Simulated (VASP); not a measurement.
A run of VASP 6.6.1:

File INCAR:

```
SYSTEM = Mn
PREC = Accurate ; ENCUT = 520
EDIFF = 1E-7 ; ISMEAR = -1
SIGMA = 0.05 ; LREAL = .False.
LASPH = .True. ; NELM = 150
ALGO = Normal ; ISIF = 2
LWAVE = .False. ; LCHARG = .False.
ISPIN = 2 ; MAGMOM = 3
LORBIT = 11 ; LMAXMIX = 4
GGA = CA ; NBANDS = 16
```

Contents of KPOINTS:

```
Automatic mesh
0
Gamma
  16 16 16
  0 0 0
```

The input POSCAR:

```
Mn
1.0
    2.2579770578      0.0000000000      0.0000000000
    0.0000000000      2.2579770578      0.0000000000
    0.0000000000      0.0000000000      2.2579770578
Mn
1
Direct
    0.0000000000      0.0000000000      0.0000000000
```

Potentials or basis: VASP PAW LDA potentials, release 64 (Mn_pv).

Launch:

```console
$ cat potpaw_LDA.64/Mn_pv/POTCAR > POTCAR
$ mpirun -np 1 vasp_std > vasp.out
```

Hardware: 1 thread of Intel(R) Xeon(R) Platinum 8488C (Sapphire Rapids), with other jobs on the host.

Q: Estimate the wall time of this run.

A: It took 37 s on 1 thread of Intel(R) Xeon(R) Platinum 8488C (Sapphire Rapids) (shared host), peak memory 0.15 GiB. Counts: scf iterations 17, k points 165.
